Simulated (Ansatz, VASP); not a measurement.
**Pt: VASP beside Ansatz**

```
Pt
1.0
    -1.35528    1.68606    1.69422
     1.35879   -1.68609    1.69132
     1.35343    1.68761   -1.69418
Pt
1
Direct
  0.00000 0.00000 0.00000
```

Change from the starting cell: cell sheared at random, sigma 0.01, atoms nudged by 0.01 Å; relaxed back.

Alike in both runs: functional r2SCAN; k mesh 16 × 16 × 16; occupations gaussian, width 0.15 eV; no spin polarisation.

Ansatz relaxed the structure, and its values are those at the end. VASP's run is a single point on that final structure, the one shown.

```csv
,VASP,Ansatz
version,VASP 6.6.1,Ansatz 0.2.0
potentials or method,"VASP PAW PBE potentials, release 64 (Pt), cutoff 550 eV","scalar-relativistic, plane waves, PAW"
valence electrons in the cell,10,18
```

|  | VASP | Ansatz | Ansatz less VASP |
| --- | --- | --- | --- |
| gap on the k mesh at the Fermi level (eV) | none | none | - |
| pressure (GPa) | 0.7 | 0.0 | -0.67 |

VASP's potentials were made for PBE, not for r2SCAN. A gap of «none» marks a metal or a gap that the smearing closes. With one functional, cell and mesh, what is left measures potentials, basis and numerics. VASP's potentials hold 10 valence electrons a cell and Ansatz's 18, so a difference there can come from the potentials and not from the codes.

Neither program's run includes spin-orbit coupling.
